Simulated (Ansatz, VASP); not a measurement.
## ZnS in VASP and in Ansatz

File INCAR:

```
SYSTEM = ZnS
PREC     = Accurate       ! precision mode
ENCUT    = 520            ! plane-wave cutoff, eV
EDIFF    = 1E-7           ! SCF threshold, eV
ISMEAR   = 0              ! smearing method
SIGMA    = 0.05           ! smearing width, eV
LREAL    = .FALSE.        ! projectors in reciprocal space
LASPH    = .TRUE.         ! aspherical terms in the spheres
NELM     = 80             ! most SCF steps
ALGO     = Normal         ! electronic algorithm
ISIF     = 2              ! what is computed and relaxed
LWAVE    = .FALSE.        ! write WAVECAR
LCHARG   = .FALSE.        ! write CHGCAR
GGA      = PE             ! functional
NBANDS   = 26             ! bands
```

The input KPOINTS:

```
Automatic mesh
0
G
  12 12 6
  0 0 0
```

POSCAR

```
ZnS
1.0
    3.9634387328      0.0000000000      0.0000000000
   -1.9817193664      3.4324386290      0.0000000000
    0.0000000000      0.0000000000      6.7327200000
Zn S
2 2
Direct
    0.3333333333      0.6666666667      0.0000000000
    0.6666666667      0.3333333333      0.5000000000
    0.3333333333      0.6666666667      0.3850000000
    0.6666666667      0.3333333333      0.8850000000
```

Input for Ansatz:

```yaml
crystal:
  lattice:
    - [3.9634387328, 0.0, 0.0]
    - [-1.9817193664, 3.432438629, 0.0]
    - [0.0, 0.0, 6.73272]
  atoms:
    - { symbol: Zn, position: [0.3333333333, 0.6666666667, 0.0] }
    - { symbol: Zn, position: [0.6666666667, 0.3333333333, 0.5] }
    - { symbol: S, position: [0.3333333333, 0.6666666667, 0.385] }
    - { symbol: S, position: [0.6666666667, 0.3333333333, 0.885] }
basis:
  ecutwfc: 420
kpoints:
  mp_grid: { grid: [12, 12, 6] }
hamiltonian:
  xc: pbe
scf:
  occupations: { method: gaussian, width: 0.05 }
output:
  forces: true
  stress: true
  eigenvalues: true
```

Change from the starting cell: strain +0.040 along x and y, +0.080 along z, atoms carried along.

Alike in both runs: task single point; functional PBE; k mesh 12 × 12 × 6; occupations gaussian, width 0.05 eV; no spin polarisation.

```csv
,VASP,Ansatz
version,VASP 6.6.1,Ansatz 0.2.0
potentials or method,"VASP PAW PBE potentials, release 64 (Zn, S), cutoff 520 eV","scalar-relativistic, plane waves, PAW"
valence electrons in the cell,36,36
```

|  | VASP | Ansatz | Ansatz less VASP |
| --- | --- | --- | --- |
| gap on the k mesh at the Fermi level (eV) | 1.56 | 1.56 | +0.001 |
| least direct gap on the mesh (eV) | 1.56 | 1.56 | +0.001 |
| pressure (GPa) | -6.1 | -6.2 | -0.08 |
| traceless stress, the component that is largest in VASP (GPa) | -1.77 | -1.74 | +0.038 |
| rms of the force components (eV/Å) | 0.092 | 0.089 | -0.0026 |

Atom by atom the forces differ by 0.003 eV/Å (rms over components).
